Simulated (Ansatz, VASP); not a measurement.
One calculation of Be2C, two programs

```
Be C
1.0
     0.00000    2.13866    2.13866
     2.13866    0.00000    2.13866
     2.13866    2.13866    0.00000
Be C
2 1
Direct
  0.75000 0.75000 0.75000
  0.25000 0.25000 0.25000
  0.00000 0.00000 0.00000
```

Alike in both runs: task single point; functional r2SCAN; k mesh 8 × 8 × 8; no spin polarisation.

```csv
,VASP,Ansatz
version,VASP 6.6.1,Ansatz 0.2.0
potentials or method,"VASP PAW PBE potentials, release 64 (Be, C)","plane waves, PAW"
plane-wave cutoff (eV),660,500
occupations,"gaussian, width 0.01 eV",fixed
valence electrons in the cell,8,8
```

|  | VASP | Ansatz | Ansatz less VASP |
| --- | --- | --- | --- |
| gap on the k mesh at the Fermi level (eV) | 1.54 | 1.55 | +0.006 |
| pressure (GPa) | 7.4 | 6.6 | -0.79 |

VASP's potentials were made for PBE, not for r2SCAN.
